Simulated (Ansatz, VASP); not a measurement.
**Ga in VASP and in Ansatz**

Contents of INCAR:

```
PREC     = Accurate       # precision mode
ENCUT    = 520            # plane-wave cutoff, eV
EDIFF    = 1E-7           # SCF threshold, eV
ISMEAR   = -1             # smearing method
SIGMA    = 0.05           # smearing width, eV
LREAL    = False          # projectors in reciprocal space
LASPH    = True           # aspherical terms in the spheres
NELM     = 100            # most SCF steps
ALGO     = Normal         # electronic algorithm
ISIF     = 2              # what is computed and relaxed
LWAVE    = False          # write WAVECAR
LCHARG   = True           # write CHGCAR
GGA      = PE             # functional
LELF     = True           # ELF
LVHAR    = True         
NBANDS   = 34             # bands
```

The input KPOINTS:

```
regular mesh
0
Gamma
  9 9 8
```

File POSCAR:

```
Ga
1.0
    2.1876895000     -3.7077280000      0.0000000000
    2.1876895000      3.7077280000      0.0000000000
    0.0000000000      0.0000000000      4.5167000000
Ga
4
Direct
    0.1525000000      0.8475000000      0.0785000000
    0.6525000000      0.3475000000      0.4215000000
    0.8475000000      0.1525000000      0.9215000000
    0.3475000000      0.6525000000      0.5785000000
```

Input for Ansatz:

```yaml
crystal:
  lattice:
    - [2.1876895, -3.707728, 0.0]
    - [2.1876895, 3.707728, 0.0]
    - [0.0, 0.0, 4.5167]
  atoms:
    - { symbol: Ga, position: [0.1525, 0.8475, 0.0785] }
    - { symbol: Ga, position: [0.6525, 0.3475, 0.4215] }
    - { symbol: Ga, position: [0.8475, 0.1525, 0.9215] }
    - { symbol: Ga, position: [0.3475, 0.6525, 0.5785] }
kpoints:
  mp_grid: { grid: [9, 9, 8] }
  band_path:
    path:
      - [0.0, 0.0, 0.0]
      - [-0.5, 0.5, 0.0]
      - [-0.337035342, 0.662964658, 0.0]
      - [0.337035342, 0.337035342, 0.0]
      - [0.0, 0.0, 0.0]
      - [0.0, 0.0, 0.5]
      - [0.337035342, 0.337035342, 0.5]
      - [-0.337035342, 0.662964658, 0.5]
      - [-0.5, 0.5, 0.5]
    npoints: 5
scf:
  occupations: { method: fermi_dirac, width: 0.05 }
hamiltonian:
  xc: pbe
  pseudopotentials: { kind: all_electron, lapw: { basis_error: 0.001 } }
output:
  forces: true
  stress: true
  eigenvalues: true
```

Change from the starting cell: equal xx and yy strain of -3 %.

Alike in both runs: task single point; functional PBE; k mesh 9 × 9 × 8; occupations fermi-dirac, width 0.05 eV; no spin polarisation.

```csv
,VASP,Ansatz
version,VASP 6.6.1,Ansatz 0.2.0
potentials or method,"VASP PAW PBE potentials, release 64 (Ga_d), cutoff 520 eV","all-electron LAPW, scalar-relativistic"
```

|  | VASP | Ansatz | Ansatz less VASP |
| --- | --- | --- | --- |
| pressure (GPa) | 7.0 | 6.8 | -0.15 |
| traceless stress, the component that is largest in VASP (GPa) | 4.23 | 4.20 | -0.033 |
| rms of the force components (eV/Å) | 0.358 | 0.358 | +0.0004 |

Atom by atom the forces differ by 0.000 eV/Å (rms over components). Ansatz ran all-electron here, and VASP with PAW potentials.
